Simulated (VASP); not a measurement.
A run of VASP 6.6.1:

File INCAR:

```
ALGO = Normal
EDIFF = 1E-6
ENCUT = 520
GGA = PE
ISIF = 2
ISMEAR = 0
LASPH = T
LCHARG = F
LREAL = F
LWAVE = F
NBANDS = 19
NELM = 80
PREC = Accurate
SIGMA = 0.027000000000000003
```

Contents of KPOINTS:

```
k-points
0
Gamma
  9 9 5
```

Contents of POSCAR:

```
Zr
1.0
    3.2320000000      0.0000000000      0.0000000000
   -1.6160000000      2.7989941050      0.0000000000
    0.0000000000      0.0000000000      5.1470000000
Zr
2
Direct
    0.6666666667      0.3333333333      0.7500000000
    0.3333333333      0.6666666667      0.2500000000
```

Potentials or basis: VASP PAW PBE potentials, release 64 (Zr_sv).

The run is started by

```bash
$ cat potpaw_PBE.64/Zr_sv/POTCAR > POTCAR
$ mpirun -np 1 vasp_std > vasp.out
```

Hardware: 1 thread of AMD EPYC 7R13, with other jobs on the host.

Task: How long does it take, and how much memory?

Result: It took 35 s on 1 thread of AMD EPYC 7R13 (shared host), peak memory 0.14 GiB. Counts: scf iterations 11, k points 36.
